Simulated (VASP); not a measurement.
# Mg2C (Cmcm) in VASP: notebook

The runs below take Mg2C through relaxation of cell and atoms, single point, with PBE.

Everything below comes from runs of VASP 6.6.1. Logs are shortened: lines on timing, memory, paths and dates and some standing lists are left out, and cuts for length are marked.

### Step 1. The cell of the first run

Symmetry: Cmcm, No. 63, orthorhombic system. The conventional cell has a = 8.270 Å, b = 4.690 Å, c = 4.567 Å, α = 90.00°, β = 90.00°, γ = 90.00°. Within 3.5 Å of Mg (site symmetry m) lie 9 Mg at 2.65 to 3.48 Å and 5 C at 2.70 to 2.73 Å. C (site symmetry m2m) has 10 Mg at 2.70 to 2.73 Å and 4 C at 3.08 to 3.48 Å within 3.6 Å.

### Step 2. Relaxation of cell and atoms, PBE

Contents of INCAR:

```
PREC     = Accurate       # precision mode
ENCUT    = 600            # plane-wave cutoff, eV
EDIFF    = 1E-7           # SCF threshold, eV
ISMEAR   = 0              # smearing method
SIGMA    = 0.1            # smearing width, eV
LREAL    = F              # projectors in reciprocal space
LASPH    = T              # aspherical terms in the spheres
NELM     = 100            # most SCF steps
ALGO     = Normal         # electronic algorithm
ISIF     = 3              # what is computed and relaxed
LWAVE    = F              # write WAVECAR
LCHARG   = F              # write CHGCAR
GGA      = PE             # functional
IBRION   = 2              # ionic algorithm
NSW      = 90             # ionic steps
EDIFFG   = -0.04          # ionic threshold
```

Contents of KPOINTS:

```
regular mesh
0
Gamma
  4 4 4
```

Contents of POSCAR:

```
Mg2C
1.0
    4.1347563337     -2.3447509980      0.0000000000
    4.1347563337      2.3447509980      0.0000000000
    0.0000000000      0.0000000000      4.5666584926
Mg C
4 2
Direct
    0.8900000000      0.4500000000      0.2500000000
    0.5500000000      0.1100000000      0.2500000000
    0.4500000000      0.8900000000      0.7500000000
    0.1100000000      0.5500000000      0.7500000000
    0.7800000000      0.2200000000      0.7500000000
    0.2200000000      0.7800000000      0.2500000000
```

Potentials or basis: VASP PAW PBE potentials, release 64 (Mg, C).

Command:

```bash
$ cat potpaw_PBE.64/Mg/POTCAR potpaw_PBE.64/C/POTCAR > POTCAR
$ mpirun -np 1 vasp_std > vasp.out
```

OUTCAR:

```text
PREC = Accurate
   ENCUT = 600
   EDIFF = 1E-7
   ISMEAR = 0
   LREAL = F
   LASPH = T
   NELM = 100
   ISIF = 3
   GGA = PE
   IBRION = 2
   NSW = 90
   EDIFFG = -0.04

 ion  position               nearest neighbor table
   1  0.890  0.450  0.250-   4 2.65   4 2.65   2 2.69   2 2.69   5 2.70   5 2.70   6 2.73   6 2.73
                             6 2.73   2 2.81   3 3.08   3 3.08   3 3.48   3 3.48
   2  0.550  0.110  0.250-   3 2.65   3 2.65   1 2.69   1 2.69   5 2.70   5 2.70   6 2.73   6 2.73
                             6 2.73   1 2.81   4 3.08   4 3.08   4 3.48   4 3.48
   3  0.450  0.890  0.750-   2 2.65   2 2.65   4 2.69   4 2.69   6 2.70   6 2.70   5 2.73   5 2.73
                             5 2.73   4 2.81   1 3.08   1 3.08   1 3.48   1 3.48
   4  0.110  0.550  0.750-   1 2.65   1 2.65   3 2.69   3 2.69   6 2.70   6 2.70   5 2.73   5 2.73
                             5 2.73   3 2.81   2 3.08   2 3.08   2 3.48   2 3.48
   5  0.780  0.220  0.750-   1 2.70   2 2.70   1 2.70   2 2.70   3 2.73   4 2.73   3 2.73   3 2.73
                             4 2.73   4 2.73
   6  0.220  0.780  0.250-   3 2.70   4 2.70   3 2.70   4 2.70   1 2.73   2 2.73   1 2.73   1 2.73
                             2 2.73   2 2.73

  LATTYP: Found a base centered orthorhombic cell.
 ALAT       =     4.6895019960
 B/A-ratio  =     1.7634095634
 C/A-ratio  =     0.9738045738

  Lattice vectors:

 A1 = (  -4.1347563337,  -2.3447509980,   0.0000000000)
 A2 = (   4.1347563337,  -2.3447509980,   0.0000000000)
 A3 = (   0.0000000000,   0.0000000000,   4.5666584926)

Analysis of symmetry for initial positions (statically):
=====================================================================
 Subroutine PRICEL returns:
 Original cell was already a primitive cell.

 Routine SETGRP: Setting up the symmetry group for a
 base centered orthorhombic supercell.

 Subroutine GETGRP returns: Found  8 space group operations
 (whereof  4 operations were pure point group operations)
 out of a pool of  8 trial point group operations.

The static configuration has the point symmetry C_2h.
 The point group associated with its full space group is D_2h.

Analysis of symmetry for dynamics (positions and initial velocities):
=====================================================================
 Subroutine PRICEL returns:
 Original cell was already a primitive cell.

 Routine SETGRP: Setting up the symmetry group for a
 base centered orthorhombic supercell.

 Subroutine GETGRP returns: Found  8 space group operations
 (whereof  4 operations were pure point group operations)
 out of a pool of  8 trial point group operations.

The dynamic configuration has the point symmetry C_2h.
 The point group associated with its full space group is D_2h.

 Subroutine INISYM returns: Found  8 space group operations
 (whereof  4 operations are pure point group operations),
 and found     1 'primitive' translations

----------------------------------------------------------------------------------------

                                     Primitive cell

  volume of cell :      88.5473

  direct lattice vectors                    reciprocal lattice vectors
     4.134756334 -2.344750998  0.000000000     0.120926110 -0.213242259  0.000000000
     4.134756334  2.344750998  0.000000000     0.120926110  0.213242259  0.000000000
     0.000000000  0.000000000  4.566658493     0.000000000  0.000000000  0.218978494

  length of vectors
     4.753321700  4.753321700  4.566658493     0.245143601  0.245143601  0.218978494

  position of ions in fractional coordinates (direct lattice)
     0.890000000  0.450000000  0.250000000
     0.550000000  0.110000000  0.250000000
     0.450000000  0.890000000  0.750000000
     0.110000000  0.550000000  0.750000000
     0.780000000  0.220000000  0.750000000
     0.220000000  0.780000000  0.250000000

  ion indices of the primitive-cell ions
   primitive index   ion index
                 1           1
                 2           2
                 3           3
                 4           4
[... 48 lines left out ...]
   NSW    =     90    number of steps for IOM
   IBRION =      2    ionic relax: 0-MD 1-quasi-New 2-CG
   NFREE  =      1    steps in history (QN), initial steepest desc. (CG)
   ISIF   =      3    stress and relaxation
   ISYM   =      2    0-nonsym 1-usesym 2-fastsym
   POTIM  = 0.5000    time-step for ionic-motion
   TEBEG  =    0.0;   TEEND  =   0.0 temperature during run
   PSTRESS=    0.0 pullay stress
   NELECT =      16.0000    total number of electrons
   NUPDOWN=      -1.0000    fix difference up-down
   EMIN   =  10.00;   EMAX   =-10.00  energy-range for DOS
   EFERMI =   0.00;   METHOD = LEGACY
   ISMEAR =     0;   SIGMA  =   0.10  broadening in eV -4-tet -1-fermi 0-gaus
   EFERMI_NEDOS =   21; number of points for ismear=-14 and -15
   IALGO  =     38    algorithm
   IMIX   =      4    mixing-type and parameters
     AMIX     =   0.40;   BMIX     =  1.00
     AMIX_MAG =   1.60;   BMIX_MAG =  1.00
  volume/ion in A,a.u.               =      14.76        99.59
  Fermi-wavevector in a.u.,A,eV,Ry     =   0.925528  1.748995 11.654790  0.856603
  Thomas-Fermi vector in A             =   2.051393
   LORBIT       =      0    0 simple, 1 ext, 2 COOP (PROOUT), +10 PAW based schemes
   GGA     = PE    functional components
   LHFCALC =     F    Hartree Fock is set to
   AEXX    =    0.0000 exact exchange contribution
   IVDW    =     0    specifies the selected vdW correction
   LEPSILON=     F    determine dielectric tensor
   LRPA    =     F    only Hartree local field effects (RPA)
 conjugate gradient relaxation of ions
 non-spin polarized calculation
 Gauss-broadening in eV      SIGMA  =   0.10
  energy-cutoff  :      600.00
  volume of cell :       88.55
 maximum number of plane-waves:      2974
 NGX is ok and might be reduce to    40
   NGX = 19   NGY = 19   NGZ = 19

--------------------------------------- Ionic step        1  -------------------------------------------

 number of electron      16.0000000 magnetization

 Free energy of the ion-electron system (eV)
  ---------------------------------------------------
  ext. energy  EPLUGINS =         0.00000000
  ---------------------------------------------------
  free energy    TOTEN  =       -16.99479470 eV

  energy without entropy =      -16.98283896  energy(sigma->0) =      -16.98881683

------------------------ aborting loop because EDIFF is reached ----------------------------------------

  FORCE on cell =-STRESS in cart. coord.  units (eV):
  Direction    XX          YY          ZZ          XY          YZ          ZX
  --------------------------------------------------------------------------------------
  -------------------------------------------------------------------------------------
  Total       -4.8765947      1.6004204      2.6035389      0.0000000     -0.0000000      0.0000000
  in kB      -88.2372696     28.9580610     47.1085208      0.0000000     -0.0000000      0.0000000
  external PRESSURE =      -4.0568959 kB  Pullay stress =       0.0000000 kB
[... 736 lines left out ...]
 k-point    21 :       0.5000    0.5000    0.5000
  band No.  band energies     occupation
      1      -6.4598      2.00000
      2      -6.4598      2.00000
      3      -0.7125      2.00000
      4      -0.7125      2.00000
      5       2.4872      2.00000
      6       2.4872      2.00000
      7       2.6465      2.00000
      8       2.6465      2.00000
      9       4.4820      0.00000
     10       4.4820      0.00000
     11       7.6941      0.00000
     12       7.6941      0.00000

[... ionic steps 4 to 25 ...]

--------------------------------------- Ionic step       26  -------------------------------------------

 number of electron      16.0000001 magnetization

------------------------ aborting loop because EDIFF is reached ----------------------------------------
[... 75 lines left out ...]
--------------------------------------- Ionic step       28  -------------------------------------------

 number of electron      16.0000001 magnetization

 Free energy of the ion-electron system (eV)
  ---------------------------------------------------
  ext. energy  EPLUGINS =         0.00000000
  ---------------------------------------------------
  free energy    TOTEN  =       -19.93989883 eV

  energy without entropy =      -19.92963288  energy(sigma->0) =      -19.93476585

 E-fermi :   3.9980     XC(G=0):  -9.6334

 val. band max:        3.9436584047   @ k =  -0.2500   0.2500   0.5000
 cond. band min:       4.0212359245   @ k =   0.5000   0.2500   0.5000
 fundamental gap:      0.0775775198
 Fermi energy:         3.9980263835
[... 346 lines left out ...]
  FREE ENERGIE OF THE ION-ELECTRON SYSTEM (eV)
  ---------------------------------------------------
  free  energy   TOTEN  =       -19.9398988302 eV

  energy  without entropy=      -19.9296328790  energy(sigma->0) =      -19.93476585

 reached required accuracy - stopping structural energy minimisation
```

Wall time 8.8 min (1 thread of Intel Xeon Platinum 8259CL at 2.50GHz (Skylake/Cascade Lake), shared host); peak memory 0.26 GiB.

Results:

```
Free energy                           : -19.9399 eV
Relaxed volume                        : 14.80 Å³/atom
Relaxed cell                          : a = 5.773 Å, b = 5.773 Å, c = 4.382 Å, α = 90.00°, β = 90.00°, γ = 37.44°
Space group after relaxing (to 0.1 Å) : Fmmm (No. 69)
Energy gained by relaxing             : 490.9 meV/atom
Ionic steps                           : 28
Pressure after relaxing               : -0.1 GPa
Largest force after relaxing          : 0.037 eV/Å
Band gap on the k mesh                : zero (bands 8 and 9 overlap by 2.16 eV)
```

Forces in eV/Å, atoms in the order of the input:
```
Mg  -0.007 -0.018  0.000
Mg   0.007 -0.018  0.000
Mg  -0.007  0.018  0.000
Mg   0.007  0.018  0.000
C    0.000  0.037  0.000
C    0.000 -0.037  0.000
```

Stress tensor (GPa, compression positive):
```
-0.12  0.00  0.00
 0.00 -0.03  0.00
 0.00  0.00 -0.12
```

The path:
```
step  energy change (eV)  largest force (eV/Å)  pressure (GPa)  volume (Å³)
   1              0.0000                2.3116           -0.41        88.55
   2             -0.7515                0.5366           -2.20        87.97
   3             -0.7615                0.3369           -2.28        87.89
   4             -0.8764                0.3052           -0.28        85.14
   5             -1.0727                0.2744            8.00        77.12
   6             -1.1020                0.2724            8.40        76.85
   7             -1.1823                0.2658            9.70        76.01
   8             -1.2892                0.2401           12.85        74.29
   9             -1.2820                0.6387           21.44        70.63
  10             -1.3797                0.6706           21.34        70.84
  11             -1.6013                0.9704           21.33        71.36
  12             -1.5889                1.4741           23.12        71.88
  13             -1.9827                1.1733           17.50        74.62
  14             -2.5772                0.7686            4.84        83.17
  15             -2.6172                0.7576            1.97        85.86
  16             -2.6185                0.7595            1.50        86.35
  17             -2.6804                0.6442            1.14        86.68
  18             -2.8087                0.5133            0.21        87.63
  19             -2.8278                0.4923           -0.98        89.43
  20             -2.8566                0.5238           -0.61        88.70
  21             -2.8861                0.4020           -0.47        88.46
  22             -2.9310                0.0600            0.22        87.68
  23             -2.9327                0.0579            0.42        87.49
  24             -2.9378                0.0528            0.15        87.93
  25             -2.9412                0.1370           -0.36        88.87
  26             -2.9442                0.0959            0.00        88.72
  27             -2.9442                0.0906            0.05        88.70
  28             -2.9451                0.0368           -0.09        88.79
```

Final structure:
```xyz
6
Lattice="5.4677 -1.8528 0.0000 5.4677 1.8528 0.0000 0.0000 0.0000 4.3824" Properties=species:S:1:pos:R:3 pbc="T T T"
Mg    6.8186   -0.9222    1.0956
Mg    4.1168   -0.9222    1.0956
Mg    6.8186    0.9222    3.2868
Mg    4.1168    0.9222    3.2868
C     5.4677   -0.9344    3.2868
C     5.4677    0.9344    1.0956
```

Caveat: the k points lie up to 0.45 Å⁻¹ apart in the final cell, too coarse for converged energies and pressures of a metal; a cell axis changed by over 15 % at a fixed basis, so the end point is rough.

### Step 3. Single point, PBE

Contents of INCAR:

```
PREC = Accurate ; ENCUT = 520
EDIFF = 1E-6 ; ISMEAR = 0
SIGMA = 0.1 ; LREAL = False
LASPH = True ; NELM = 80
ALGO = Normal ; ISIF = 2
LWAVE = False ; LCHARG = False
GGA = PE ; NBANDS = 17
```

KPOINTS is that of step 2.

POSCAR is that of step 2.

Potentials or basis: VASP PAW PBE potentials, release 64 (Mg, C).

Command:

```bash
$ cat potpaw_PBE.64/Mg/POTCAR potpaw_PBE.64/C/POTCAR > POTCAR
$ mpirun -np 1 vasp_std > vasp.out
```

Run time: 48 s. Hardware: 1 thread of Oxide Virtual Turin-like, shared host; peak memory 0.17 GiB.

It converged, with:

```yaml
Free_energy: -16.9942 eV
Pressure: -0.4 GPa
Largest_force: 2.312 eV/Å
Band_gap_on_the_k_mesh: zero (bands 8 and 9 overlap by 0.68 eV)
```

Forces in eV/Å, atoms in the order of the input:
```
Mg  -2.304 -0.190  0.000
Mg   2.304 -0.190  0.000
Mg  -2.304  0.190  0.000
Mg   2.304  0.190  0.000
C    0.000  0.292  0.000
C    0.000 -0.292  0.000
```

Stress tensor (GPa, compression positive):
```
-8.79  0.00  0.00
 0.00  2.93  0.00
 0.00  0.00  4.74
```

Levels at points of the mesh, in eV from the Fermi level:
| k point | band 6 | band 7 | band 8 | band 9 | band 10 | band 11 |
| --- | --- | --- | --- | --- | --- | --- |
| (0.00, 0.00, 0.00) | -2.63 | -2.12 | -0.42 | -0.01 | 0.23 | 1.10 |
| (0.50, 0.00, 0.00) | -2.17 | -1.95 | -1.75 | 0.47 | 0.80 | 2.40 |
| (0.50, 0.50, 0.00) | -1.97 | -0.33 | -0.17 | -0.03 | 1.16 | 2.51 |
| (0.00, 0.00, 0.50) | -2.25 | -1.62 | -1.62 | -0.29 | -0.29 | 1.12 |
| (0.50, 0.00, 0.50) | -2.99 | -1.61 | -1.61 | 0.75 | 0.75 | 2.72 |
| (0.50, 0.50, 0.50) | -2.69 | -2.23 | -2.23 | 2.08 | 2.08 | 3.59 |

Caveat: the k points lie up to 0.39 Å⁻¹ apart, too coarse for converged energies and pressures of a metal; forces of over 1 eV/Å act on the atoms, so gaps and moduli don't describe the material at rest.

### Step 4. Relaxation of cell and atoms, PBE

Contents of INCAR:

```
PREC     = Accurate       # precision mode
ENCUT    = 600            # plane-wave cutoff, eV
EDIFF    = 1E-7           # SCF threshold, eV
ISMEAR   = 0              # smearing method
SIGMA    = 0.1            # smearing width, eV
LREAL    = F              # projectors in reciprocal space
LASPH    = T              # aspherical terms in the spheres
NELM     = 100            # most SCF steps
ALGO     = Fast           # electronic algorithm
ISIF     = 3              # what is computed and relaxed
LWAVE    = F              # write WAVECAR
LCHARG   = F              # write CHGCAR
GGA      = PE             # functional
IBRION   = 2              # ionic algorithm
NSW      = 90             # ionic steps
EDIFFG   = -0.04          # ionic threshold
```

KPOINTS is that of step 3.

POSCAR is that of step 3.

Command:

```bash
$ cat potpaw_PBE.64/Mg/POTCAR potpaw_PBE.64/C/POTCAR > POTCAR
$ mpirun -np 1 vasp_std > vasp.out
```

It took 16 min on 1 thread of Oxide Virtual Turin-like, shared host; peak memory 0.21 GiB.

Results (log left out):

```
Free energy                           : -19.9401 eV
Relaxed volume                        : 14.80 Å³/atom
Relaxed cell                          : a = 5.774 Å, b = 5.774 Å, c = 4.381 Å, α = 90.00°, β = 90.00°, γ = 37.44°
Space group after relaxing (to 0.1 Å) : Fmmm (No. 69)
Energy gained by relaxing             : 490.9 meV/atom
Ionic steps                           : 28
Pressure after relaxing               : -0.1 GPa
Largest force after relaxing          : 0.025 eV/Å
Band gap on the k mesh                : zero (bands 8 and 9 overlap by 2.16 eV)
```

Forces on the atoms (eV/Å):
```
Mg  -0.011 -0.019  0.000
Mg   0.011 -0.019  0.000
Mg  -0.011  0.019  0.000
Mg   0.011  0.019  0.000
C    0.000  0.025  0.000
C    0.000 -0.025  0.000
```

Stress tensor (GPa, compression positive):
```
-0.17  0.00  0.00
 0.00 -0.03  0.00
 0.00  0.00 -0.10
```

The path:
```csv
step,energy change (eV),largest force (eV/Å),pressure (GPa),volume (Å³)
1,0.0000,2.3118,-0.40,88.55
2,-0.7515,0.5364,-2.20,87.98
3,-0.7614,0.3367,-2.28,87.89
4,-0.8764,0.3053,-0.29,85.15
5,-1.0725,0.2745,8.00,77.12
6,-1.1017,0.2725,8.41,76.84
7,-1.1819,0.2658,9.71,76.01
8,-1.2885,0.2403,12.86,74.28
9,-1.2803,0.6401,21.47,70.62
10,-1.3776,0.6717,21.37,70.83
11,-1.5981,0.9692,21.37,71.34
12,-1.5847,1.4762,23.18,71.85
13,-1.9788,1.1758,17.57,74.58
14,-2.5754,0.7698,4.91,83.11
15,-2.6167,0.7586,2.00,85.83
16,-2.6179,0.7606,1.52,86.33
17,-2.6799,0.6453,1.16,86.66
18,-2.8084,0.5133,0.22,87.62
19,-2.8277,0.4929,-0.99,89.44
20,-2.8564,0.5241,-0.62,88.70
21,-2.8859,0.4026,-0.47,88.45
22,-2.9309,0.0615,0.22,87.67
23,-2.9327,0.0582,0.43,87.49
24,-2.9377,0.0525,0.15,87.93
25,-2.9413,0.1256,-0.30,88.75
26,-2.9444,0.0846,0.03,88.58
27,-2.9447,0.0683,0.16,88.51
28,-2.9453,0.0245,-0.10,88.78
```

Final structure:
```cif
data_structure
_symmetry_space_group_name_H-M 'P 1'
_symmetry_Int_Tables_number 1
_cell_length_a 5.7737
_cell_length_b 5.7737
_cell_length_c 4.3809
_cell_angle_alpha 90.000
_cell_angle_beta 90.000
_cell_angle_gamma 37.441
_cell_volume 88.78
loop_
_atom_site_label
_atom_site_type_symbol
_atom_site_fract_x
_atom_site_fract_y
_atom_site_fract_z
_atom_site_occupancy
Mg1 Mg 0.87257 0.37455 0.25000 1
Mg2 Mg 0.62545 0.12743 0.25000 1
Mg3 Mg 0.37455 0.87257 0.75000 1
Mg4 Mg 0.12743 0.62545 0.75000 1
C1 C 0.75163 0.24837 0.75000 1
C2 C 0.24837 0.75163 0.25000 1
```

Levels at points of the mesh, in eV from the Fermi level:
| k point | band 4 | band 5 | band 6 | band 7 | band 8 | band 9 | band 10 | band 11 | band 12 |
| --- | --- | --- | --- | --- | --- | --- | --- | --- | --- |
| (0.00, 0.00, 0.00) | -4.42 | -4.12 | -2.75 | -1.00 | 0.59 | 1.63 | 2.45 | 2.80 | 3.95 |
| (0.50, 0.00, 0.00) | -3.76 | -2.66 | -2.62 | -2.02 | -1.97 | -0.48 | -0.48 | 3.96 | 3.96 |
| (0.50, 0.50, 0.00) | -4.03 | -2.79 | -1.24 | -0.66 | 0.58 | 1.05 | 1.63 | 1.74 | 3.28 |
| (0.00, 0.00, 0.50) | -3.22 | -2.80 | -2.80 | -1.44 | -1.44 | -1.04 | -1.04 | 5.16 | 5.16 |
| (0.50, 0.00, 0.50) | -5.44 | -2.94 | -2.94 | -0.69 | -0.69 | 1.17 | 1.17 | 1.63 | 1.63 |
| (0.50, 0.50, 0.50) | -4.81 | -1.47 | -1.47 | -1.33 | -1.33 | 0.38 | 0.38 | 3.55 | 3.55 |

Caveat: the k points lie up to 0.45 Å⁻¹ apart in the final cell, too coarse for converged energies and pressures of a metal; a cell axis changed by over 15 % at a fixed basis, so the end point is rough.

The gap in the log of VASP goes by the Fermi energy; the results here count the filled bands.